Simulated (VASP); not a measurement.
A run of VASP 6.6.1:

The input POSCAR:

```
BaLi2Mg2Si2
1.0
    2.2738880000      3.9384860000      0.0000000000
   -2.2738880000      3.9384860000      0.0000000000
   -2.2738880000      1.3128250000      8.6266690000
Ba Mg Li Si
1 2 2 2
Direct
    0.0000000000      0.0000000000      0.0000000000
    0.8643900000      0.2712200000      0.5931700000
    0.1356100000      0.7287800000      0.4068300000
    0.4294100000      0.1411800000      0.2882300000
    0.5705900000      0.8588200000      0.7117700000
    0.7579000000      0.4842000000      0.2737000000
    0.2421000000      0.5158000000      0.7263000000
```

INCAR.step1

```
SYSTEM = BaLi2Mg2Si2
  PREC = Accurate
  ENCUT = 520
  ISMEAR = -1
  SIGMA = 0.1
  LREAL = .FALSE.
  LASPH = .TRUE.
  NELM = 100
  NBANDS = 23
  GGA = PE
  ALGO = Normal
  EDIFF = 1E-4
  LWAVE = .TRUE.
  LCHARG = .FALSE.
```

INCAR.step2

```
SYSTEM = BaLi2Mg2Si2
  PREC = Accurate
  ENCUT = 520
  EDIFF = 1E-6
  ISMEAR = -1
  SIGMA = 0.1
  LREAL = .FALSE.
  LASPH = .TRUE.
  NELM = 100
  ALGO = Normal
  ISIF = 2
  LWAVE = .FALSE.
  LCHARG = .FALSE.
  METAGGA = R2SCAN
  LMIXTAU = .TRUE.
  NBANDS = 23
  ISTART = 1
```

The input KPOINTS:

```
Automatic mesh
0
G
  8 8 8
  0 0 0
```

Potentials or basis: VASP PAW PBE potentials, release 64 (Ba_sv, Mg, Li_sv, Si).

Command:

```console
$ cat potpaw_PBE.64/Ba_sv/POTCAR potpaw_PBE.64/Mg/POTCAR potpaw_PBE.64/Li_sv/POTCAR potpaw_PBE.64/Si/POTCAR > POTCAR
$ cp INCAR.step1 INCAR
$ mpirun -np 1 vasp_std > vasp.out
$ cp INCAR.step2 INCAR
$ mpirun -np 1 vasp_std > vasp.out
```

Hardware: 1 thread of Oxide Virtual Turin-like Processor (shared host).

**Question.** How long does it take, and how much memory?

**Answer.** Wall time 18 min on 1 thread of Oxide Virtual Turin-like Processor, with other jobs on the host, peak memory 0.47 GiB. Counts: k points 65.
